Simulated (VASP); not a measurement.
# ZrS (Fm-3m) in VASP: further runs

The runs below take ZrS through single point, with r2SCAN.

Program: VASP 6.6.1. These are calculated values, not measurements. Logs are shortened: lines on timing, memory, paths and dates and some standing lists are left out, and cuts for length are marked.

## 1. The cell of the first run

Symmetry: Fm-3m, No. 225, cubic system. The conventional cell has a = 5.068 Å, b = 5.068 Å, c = 5.068 Å, α = 90.00°, β = 90.00°, γ = 90.00°. Zr (site symmetry m-3m) has 6 S at 2.53 Å within 3.3 Å. S (site symmetry m-3m) has 6 Zr at 2.53 Å within 3.3 Å.

## 2. Single point, r2SCAN (strain -0.030 along x and y, -0.030 along z)

Contents of POSCAR:

```
ZrS
1.0
    0.0000000000      2.5340905666      2.5340905666
    2.5340905666      0.0000000000      2.5340905666
    2.5340905666      2.5340905666      0.0000000000
Zr S
1 1
Direct
    0.0000000000      0.0000000000      0.0000000000
    0.5000000000      0.5000000000      0.5000000000
```

Contents of INCAR.step1:

```
  PREC = Accurate
  ENCUT = 520
  ISMEAR = 0
  SIGMA = 0.15
  LREAL = False
  LASPH = True
  NELM = 100
  NBANDS = 16
  GGA = PE
  ALGO = Normal
  EDIFF = 1E-4
  LWAVE = True
  LCHARG = False
```

Contents of INCAR.step2:

```
  PREC = Accurate
  ENCUT = 520
  EDIFF = 1E-6
  ISMEAR = 0
  SIGMA = 0.15
  LREAL = False
  LASPH = True
  NELM = 100
  ALGO = Normal
  ISIF = 2
  LWAVE = False
  LCHARG = False
  METAGGA = R2SCAN
  LMIXTAU = True
  NBANDS = 16
  ISTART = 1
```

Contents of KPOINTS:

```
Automatic mesh
0
Gamma
  20 20 20
```

Potentials or basis: VASP PAW PBE potentials, release 64 (Zr_sv, S).

Started as:

```console
cat potpaw_PBE.64/Zr_sv/POTCAR potpaw_PBE.64/S/POTCAR > POTCAR
cp INCAR.step1 INCAR
mpirun -np 1 vasp_std > vasp.out
cp INCAR.step2 INCAR
mpirun -np 1 vasp_std > vasp.out
```

OUTCAR:

```text
PREC = Accurate
   ENCUT = 520
   EDIFF = 1E-6
   ISMEAR = 0
   LREAL = False
   LASPH = True
   NELM = 100
   ISIF = 2
   METAGGA = R2SCAN
   ISTART = 1

 ion  position               nearest neighbor table
   1  0.000  0.000  0.000-   2 2.53   2 2.53   2 2.53   2 2.53   2 2.53   2 2.53
   2  0.500  0.500  0.500-   1 2.53   1 2.53   1 2.53   1 2.53   1 2.53   1 2.53

  LATTYP: Found a face centered cubic cell.
 ALAT       =     5.0681811332

  Lattice vectors:

 A1 = (   0.0000000000,   2.5340905666,   2.5340905666)
 A2 = (   2.5340905666,   0.0000000000,   2.5340905666)
 A3 = (   2.5340905666,   2.5340905666,   0.0000000000)

Analysis of symmetry for initial positions (statically):
=====================================================================
 Subroutine PRICEL returns:
 Original cell was already a primitive cell.

 Routine SETGRP: Setting up the symmetry group for a
 face centered cubic supercell.

 Subroutine GETGRP returns: Found 48 space group operations
 (whereof 48 operations were pure point group operations)
 out of a pool of 48 trial point group operations.

The static configuration has the point symmetry O_h .

Analysis of symmetry for dynamics (positions and initial velocities):
=====================================================================
 Subroutine PRICEL returns:
 Original cell was already a primitive cell.

 Routine SETGRP: Setting up the symmetry group for a
 face centered cubic supercell.

 Subroutine GETGRP returns: Found 48 space group operations
 (whereof 48 operations were pure point group operations)
 out of a pool of 48 trial point group operations.

The dynamic configuration has the point symmetry O_h .

 Subroutine INISYM returns: Found 48 space group operations
 (whereof 48 operations are pure point group operations),
 and found     1 'primitive' translations

----------------------------------------------------------------------------------------

                                     Primitive cell

  volume of cell :      32.5459

  direct lattice vectors                    reciprocal lattice vectors
     0.000000000  2.534090567  2.534090567    -0.197309444  0.197309444  0.197309444
     2.534090567  0.000000000  2.534090567     0.197309444 -0.197309444  0.197309444
     2.534090567  2.534090567  0.000000000     0.197309444  0.197309444 -0.197309444

  length of vectors
     3.583745248  3.583745248  3.583745248     0.341749981  0.341749981  0.341749981

  position of ions in fractional coordinates (direct lattice)
     0.000000000  0.000000000  0.000000000
     0.500000000  0.500000000  0.500000000

  ion indices of the primitive-cell ions
   primitive index   ion index
                 1           1
                 2           2

----------------------------------------------------------------------------------------

 KPOINTS: Automatic mesh

Automatic generation of k-mesh.
 Grid dimensions read from file:
 generate k-points for:   20   20   20

 Generating k-lattice:

  Cartesian coordinates                     Fractional coordinates (reciprocal lattice)
    -0.009865472  0.009865472  0.009865472     0.050000000  0.000000000  0.000000000
     0.009865472 -0.009865472  0.009865472     0.000000000  0.050000000  0.000000000
     0.009865472  0.009865472 -0.009865472     0.000000000  0.000000000  0.050000000

  Length of vectors
     0.017087499  0.017087499  0.017087499

  Shift w.r.t. Gamma in fractional coordinates (k-lattice)
     0.000000000  0.000000000  0.000000000

 Subroutine IBZKPT returns following result:
 ===========================================

 Found    256 irreducible k-points:

 Following reciprocal coordinates:
            Coordinates               Weight
  0.000000  0.000000  0.000000      1.000000
  0.050000  0.000000  0.000000      8.000000
  0.100000  0.000000  0.000000      8.000000
  0.150000  0.000000  0.000000      8.000000
  0.200000  0.000000  0.000000      8.000000
  0.250000  0.000000  0.000000      8.000000
[... 16 lines left out ...]
 -0.400000  0.050000  0.000000     24.000000
 -0.350000  0.050000  0.000000     24.000000
 [... further k-points ...]
   k-points           NKPTS =    256   k-points in BZ     NKDIM =    256   number of bands    NBANDS=     16
   number of dos      NEDOS =    301   number of ions     NIONS =      2
   total plane-waves  NPLWV =  21952
   dimension x,y,z NGX =    28 NGY =   28 NGZ =   28
   dimension x,y,z NGXF=    56 NGYF=   56 NGZF=   56
   ions per type =               1   1
   NGX,Y,Z   is equivalent  to a cutoff of  12.99, 12.99, 12.99 a.u.
   NGXF,Y,Z  is equivalent  to a cutoff of  25.98, 25.98, 25.98 a.u.
 SYSTEM =  unknown system
   PREC   = accura    normal or accurate (medium, high low for compatibility)
   ISTART =      1    job   : 0-new  1-cont  2-samecut
   ICHARG =      0    charge: 1-file 2-atom 10-const
   ISPIN  =      1    spin polarized calculation?
   LNONCOLLINEAR =      F non collinear calculations
   LSORBIT =      F    spin-orbit coupling
   LASPH  =      T    aspherical Exc in radial PAW
   ENCUT  =  520.0 eV  38.22 Ry    6.18 a.u.   6.66  6.66  6.66*2*pi/ulx,y,z
   NELM   =    100;   NELMIN=  2; NELMDL=  0     # of ELM steps
   EDIFF  = 0.1E-05   stopping-criterion for ELM
   LREAL  =      F    real-space projection
   EDIFFG = 0.1E-04   stopping-criterion for IOM
   NSW    =      0    number of steps for IOM
   IBRION =     -1    ionic relax: 0-MD 1-quasi-New 2-CG
   NFREE  =      0    steps in history (QN), initial steepest desc. (CG)
   ISIF   =      2    stress and relaxation
   ISYM   =      2    0-nonsym 1-usesym 2-fastsym
   POTIM  = 0.5000    time-step for ionic-motion
   TEBEG  =    0.0;   TEEND  =   0.0 temperature during run
   PSTRESS=    0.0 pullay stress
   NELECT =      18.0000    total number of electrons
   NUPDOWN=      -1.0000    fix difference up-down
   EMIN   =  10.00;   EMAX   =-10.00  energy-range for DOS
   EFERMI =   0.00;   METHOD = LEGACY
   ISMEAR =     0;   SIGMA  =   0.15  broadening in eV -4-tet -1-fermi 0-gaus
   EFERMI_NEDOS =   21; number of points for ismear=-14 and -15
   IALGO  =     38    algorithm
   IMIX   =      4    mixing-type and parameters
     AMIX     =   0.40;   BMIX     =  1.00
     AMIX_MAG =   1.60;   BMIX_MAG =  1.00
  volume/ion in A,a.u.               =      16.27       109.82
  Fermi-wavevector in a.u.,A,eV,Ry     =   1.343797  2.539407 24.569255  1.805789
  Thomas-Fermi vector in A             =   2.471842
   LORBIT       =      0    0 simple, 1 ext, 2 COOP (PROOUT), +10 PAW based schemes
   METAGGA = R2SCAN    functional components
   LHFCALC =     F    Hartree Fock is set to
   AEXX    =    0.0000 exact exchange contribution
   IVDW    =     0    specifies the selected vdW correction
   LEPSILON=     F    determine dielectric tensor
   LRPA    =     F    only Hartree local field effects (RPA)
 non-spin polarized calculation
 Gauss-broadening in eV      SIGMA  =   0.15
  energy-cutoff  :      520.00
  volume of cell :       32.55
 maximum number of plane-waves:       897
   NGX = 13   NGY = 13   NGZ = 13

 number of electron      18.0000001 magnetization

 Free energy of the ion-electron system (eV)
  ---------------------------------------------------
  ext. energy  EPLUGINS =         0.00000000
  ---------------------------------------------------
  free energy    TOTEN  =       -33.75197996 eV

  energy without entropy =      -33.74019825  energy(sigma->0) =      -33.74608910

 E-fermi :  12.2767     XC(G=0): -12.5480

 val. band max:       12.2670282168   @ k =  -0.2500   0.2500   0.0500
 cond. band min:      12.2979164905   @ k =   0.3000   0.2500   0.0500
 fundamental gap:      0.0308882737
 Fermi energy:        12.2766801044

 k-point     1 :       0.0000    0.0000    0.0000
  band No.  band energies     occupation
      1     -39.3380      2.00000
      2     -16.6215      2.00000
      3     -16.6215      2.00000
      4     -16.6215      2.00000
      5      -5.0098      2.00000
      6       8.2965      2.00000
[... 8 lines left out ...]
     15      20.0258      0.00000
     16      25.8443      0.00000

 k-point     2 :       0.0500    0.0000    0.0000
  band No.  band energies     occupation
      1     -39.3369      2.00000
      2     -16.6362      2.00000
      3     -16.6226      2.00000
      4     -16.6226      2.00000
      5      -4.9681      2.00000
      6       8.0686      2.00000
[... 8 lines left out ...]
     15      20.1542      0.00000
     16      25.6068      0.00000

 k-point     3 :       0.1000    0.0000    0.0000
  band No.  band energies     occupation
      1     -39.3335      2.00000
      2     -16.6785      2.00000
      3     -16.6257      2.00000
      4     -16.6257      2.00000
      5      -4.8460      2.00000
      6       7.5131      2.00000
[... 8 lines left out ...]
     15      20.5123      0.00000
     16      25.0211      0.00000

 k-point     4 :       0.1500    0.0000    0.0000
  band No.  band energies     occupation
      1     -39.3283      2.00000
      2     -16.7435      2.00000
      3     -16.6307      2.00000
      4     -16.6307      2.00000
      5      -4.6516      2.00000
      6       6.8113      2.00000
[... 8 lines left out ...]
     15      20.9918      0.00000
     16      24.3886      0.00000

 k-point     5 :       0.2000    0.0000    0.0000
  band No.  band energies     occupation
      1     -39.3218      2.00000
      2     -16.8239      2.00000
      3     -16.6369      2.00000
      4     -16.6368      2.00000
      5      -4.3983      2.00000
      6       6.0681      2.00000
[... 8 lines left out ...]
     15      21.3340      0.00000
     16      23.7446      0.00000

 k-point     6 :       0.2500    0.0000    0.0000
  band No.  band energies     occupation
      1     -39.3145      2.00000
      2     -16.9110      2.00000
      3     -16.6437      2.00000
      4     -16.6437      2.00000
      5      -4.1039      2.00000
      6       5.3415      2.00000
[... 8 lines left out ...]
     15      21.4316      0.00000
     16      22.7449      0.00000

 k-point     7 :       0.3000    0.0000    0.0000
  band No.  band energies     occupation
      1     -39.3072      2.00000
      2     -16.9963      2.00000
      3     -16.6505      2.00000
      4     -16.6505      2.00000
      5      -3.7910      2.00000
      6       4.6709      2.00000
[... 8 lines left out ...]
     15      21.7125      0.00000
     16      21.7763      0.00000

 k-point     8 :       0.3500    0.0000    0.0000
  band No.  band energies     occupation
      1     -39.3006      2.00000
      2     -17.0716      2.00000
      3     -16.6566      2.00000
      4     -16.6566      2.00000
      5      -3.4877      2.00000
      6       4.0901      2.00000
[... 8 lines left out ...]
     15      20.7257      0.00000
     16      20.7257      0.00000

 k-point     9 :       0.4000    0.0000    0.0000
  band No.  band energies     occupation
      1     -39.2953      2.00000
      2     -17.1304      2.00000
      3     -16.6615      2.00000
      4     -16.6615      2.00000
      5      -3.2279      2.00000
      6       3.6336      2.00000
[... 8 lines left out ...]
     15      19.8712      0.00000
     16      19.8712      0.00000
[... 172 lines left out ...]
 k-point    19 :       0.4000    0.0500    0.0000
  band No.  band energies     occupation
      1     -39.2963      2.00000
      2     -17.1087      2.00000
      3     -16.6679      2.00000
      4     -16.6625      2.00000
      5      -3.3187      2.00000
      6       3.7936      2.00000
[... 8 lines left out ...]
     15      20.0988      0.00000
     16      20.2338      0.00000

 k-point    20 :       0.4500    0.0500    0.0000
  band No.  band energies     occupation
      1     -39.2923      2.00000
      2     -17.1526      2.00000
      3     -16.6695      2.00000
      4     -16.6686      2.00000
      5      -3.1168      2.00000
      6       3.4582      2.00000
[... 8 lines left out ...]
     15      19.3161      0.00000
     16      19.6126      0.00000

 k-point    21 :       0.5000    0.0500    0.0000
  band No.  band energies     occupation
      1     -39.2904      2.00000
      2     -17.1733      2.00000
      3     -16.6731      2.00000
      4     -16.6687      2.00000
      5      -3.0157      2.00000
      6       3.2959      2.00000
[... 8 lines left out ...]
     15      19.2260      0.00000
     16      19.4041      0.00000

 k-point    22 :      -0.4500    0.0500    0.0000
  band No.  band energies     occupation
      1     -39.2908      2.00000
      2     -17.1691      2.00000
      3     -16.6753      2.00000
      4     -16.6657      2.00000
      5      -3.0354      2.00000
      6       3.3271      2.00000
[... 8 lines left out ...]
     15      19.1489      0.00000
     16      19.4440      0.00000

 k-point    23 :      -0.4000    0.0500    0.0000
  band No.  band energies     occupation
      1     -39.2934      2.00000
      2     -17.1404      2.00000
      3     -16.6752      2.00000
      4     -16.6608      2.00000
      5      -3.1721      2.00000
      6       3.5481      2.00000
[... 8 lines left out ...]
     15      19.6005      0.00000
     16      19.7508      0.00000

 k-point    24 :      -0.3500    0.0500    0.0000
  band No.  band energies     occupation
      1     -39.2981      2.00000
      2     -17.0894      2.00000
      3     -16.6727      2.00000
      4     -16.6544      2.00000
      5      -3.3996      2.00000
      6       3.9338      2.00000
[... 8 lines left out ...]
     15      20.3459      0.00000
     16      20.5704      0.00000

 [... further k-points ...]

------------------------ aborting loop because EDIFF is reached ----------------------------------------

  FORCE on cell =-STRESS in cart. coord.  units (eV):
  Direction    XX          YY          ZZ          XY          YZ          ZX
  --------------------------------------------------------------------------------------
  -------------------------------------------------------------------------------------
  Total        3.1641805      3.1641805      3.1641805     -0.0000000     -0.0000000      0.0000000
  in kB      155.7669942    155.7669942    155.7669942     -0.0000000     -0.0000000      0.0000000
  external PRESSURE =     155.7669942 kB  Pullay stress =       0.0000000 kB

 VOLUME and BASIS-vectors are now :
 -----------------------------------------------------------------------------
  energy-cutoff  :      520.00
  volume of cell :       32.55
      direct lattice vectors                 reciprocal lattice vectors
     0.000000000  2.534090567  2.534090567    -0.197309444  0.197309444  0.197309444
     2.534090567  0.000000000  2.534090567     0.197309444 -0.197309444  0.197309444
     2.534090567  2.534090567  0.000000000     0.197309444  0.197309444 -0.197309444

 POSITION                                       TOTAL-FORCE (eV/Angst)
 -----------------------------------------------------------------------------------
      0.00000      0.00000      0.00000        -0.000000     -0.000000      0.000000
      2.53409      2.53409      2.53409         0.000000      0.000000     -0.000000
 -----------------------------------------------------------------------------------
    total drift:                                0.000000      0.000000      0.000000

  FREE ENERGIE OF THE ION-ELECTRON SYSTEM (eV)
  ---------------------------------------------------
  free  energy   TOTEN  =       -33.7519799576 eV

  energy  without entropy=      -33.7401982509  energy(sigma->0) =      -33.74608910
```

Run time: 12 min. Hardware: 1 thread of Intel Xeon 8259CL, shared host; peak memory 0.27 GiB.

What came out:

* Free energy: -33.7520 eV
* Pressure: 15.6 GPa
* Band gap on the k mesh: zero (bands 9 and 10 overlap by 3.46 eV)

Levels at points of the mesh, in eV from the Fermi level:
```
           k point  band 7  band 8  band 9  band 10  band 11  band 12
(0.00, 0.00, 0.00)   -3.98   -3.98   -1.66    -1.66    -1.66    -0.82
(0.50, 0.00, 0.00)   -6.87   -6.87    1.80     1.80     2.19     2.27
(0.50, 0.50, 0.00)   -4.98   -4.98   -4.05     0.59     2.85     2.85
```

Caveat: the cell differs from its parent crystal (strain -0.030 along x and y, -0.030 along z); the cell stands under pressure; the PAW data sets were made with another functional, which shifts forces and pressure a little.

## 3. Single point, r2SCAN (strain -0.015 along x and y, -0.015 along z)

Contents of POSCAR:

```
ZrS
1.0
    0.0000000000      2.5732775342      2.5732775342
    2.5732775342      0.0000000000      2.5732775342
    2.5732775342      2.5732775342      0.0000000000
Zr S
1 1
Direct
    0.0000000000      0.0000000000      0.0000000000
    0.5000000000      0.5000000000      0.5000000000
```

Contents of INCAR.step1:

```
ALGO     = Normal         # electronic algorithm
EDIFF    = 1E-4           # SCF threshold, eV
ENCUT    = 520            # plane-wave cutoff, eV
GGA      = PE             # functional
ISMEAR   = 0              # smearing method
LASPH    = T              # aspherical terms in the spheres
LCHARG   = F              # write CHGCAR
LREAL    = F              # projectors in reciprocal space
LWAVE    = T              # write WAVECAR
NBANDS   = 16             # bands
NELM     = 60             # most SCF steps
PREC     = Accurate       # precision mode
SIGMA    = 0.15           # smearing width, eV
```

Contents of INCAR.step2:

```
ALGO     = Normal         # electronic algorithm
EDIFF    = 1E-6           # SCF threshold, eV
ENCUT    = 520            # plane-wave cutoff, eV
ISIF     = 2              # what is computed and relaxed
ISMEAR   = 0              # smearing method
ISTART   = 1            
LASPH    = T              # aspherical terms in the spheres
LCHARG   = F              # write CHGCAR
LMIXTAU  = T            
LREAL    = F              # projectors in reciprocal space
LWAVE    = F              # write WAVECAR
METAGGA  = R2SCAN         # meta-GGA
NBANDS   = 16             # bands
NELM     = 60             # most SCF steps
PREC     = Accurate       # precision mode
SIGMA    = 0.15           # smearing width, eV
```

Contents of KPOINTS:

```
k-points
0
Gamma
  20 20 20
```

Potentials or basis: VASP PAW PBE potentials, release 64 (Zr_sv, S).

Started as:

```console
cat potpaw_PBE.64/Zr_sv/POTCAR potpaw_PBE.64/S/POTCAR > POTCAR
cp INCAR.step1 INCAR
mpirun -np 1 vasp_std > vasp.out
cp INCAR.step2 INCAR
mpirun -np 1 vasp_std > vasp.out
```

Wall time 11 min (1 thread of Intel Xeon 8259CL, shared host); peak memory 0.27 GiB.

Results (log left out):

```
Free energy            : -33.8586 eV
Pressure               : 7.0 GPa
Band gap on the k mesh : zero (bands 9 and 10 overlap by 3.21 eV)
```

Levels at points of the mesh, in eV from the Fermi level:
| k point | band 6 | band 7 | band 8 | band 9 | band 10 | band 11 | band 12 | band 13 |
| --- | --- | --- | --- | --- | --- | --- | --- | --- |
| (0.00, 0.00, 0.00) | -3.99 | -3.99 | -3.99 | -1.55 | -1.55 | -1.55 | -0.76 | -0.76 |
| (0.50, 0.00, 0.00) | -8.80 | -6.68 | -6.68 | 1.66 | 1.66 | 2.08 | 2.15 | 6.16 |
| (0.50, 0.50, 0.00) | -6.85 | -4.98 | -4.98 | -3.82 | 0.57 | 2.64 | 2.64 | 3.34 |

Caveat: the cell differs from its parent crystal (strain -0.015 along x and y, -0.015 along z); the cell stands under pressure; the PAW data sets were made with another functional, which shifts forces and pressure a little.

The gap in the log of VASP goes by the Fermi energy; the results here count the filled bands.